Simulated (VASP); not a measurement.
A run of VASP 6.6.1:

File INCAR:

```
PREC = Accurate
ENCUT = 600
EDIFF = 1E-6
ISMEAR = -1
SIGMA = 0.05
LREAL = False
LASPH = True
NELM = 60
ALGO = Normal
ISIF = 3
LWAVE = False
LCHARG = False
GGA = PS
IVDW = 12
IBRION = 2
NSW = 60
EDIFFG = -0.01
```

KPOINTS

```
Automatic mesh
0
Gamma
  10 10 3
```

The input POSCAR:

```
ScTaN
1.0
    3.0850655424      0.0000000000      0.0000000000
   -1.5425327712      2.6717451321      0.0000000000
    0.0000000000      0.0000000000     10.3401360000
Ta Sc N
2 2 2
Direct
    0.3333333333      0.6666666667      0.2456310000
    0.6666666667      0.3333333333      0.7543690000
    0.0000000000      0.0000000000      0.0000000000
    0.0000000000      0.0000000000      0.5000000000
    0.3333333333      0.6666666667      0.6298410000
    0.6666666667      0.3333333333      0.3701590000
```

Potentials or basis: VASP PAW PBE potentials, release 64 (Ta_pv, Sc_sv, N).

Launch:

```sh
$ cat potpaw_PBE.64/Ta_pv/POTCAR potpaw_PBE.64/Sc_sv/POTCAR potpaw_PBE.64/N/POTCAR > POTCAR
$ mpirun -np 1 vasp_std > vasp.out
```

Hardware: 1 thread of Intel(R) Xeon(R) Platinum 8488C (Sapphire Rapids), with other jobs on the host.

Task: How long does it take, and how much memory?

Result: Wall time 19 min on 1 thread of Intel(R) Xeon(R) Platinum 8488C (Sapphire Rapids), with other jobs on the host, peak memory 0.33 GiB. Counts: scf iterations 87, k points 36, ion steps 14.
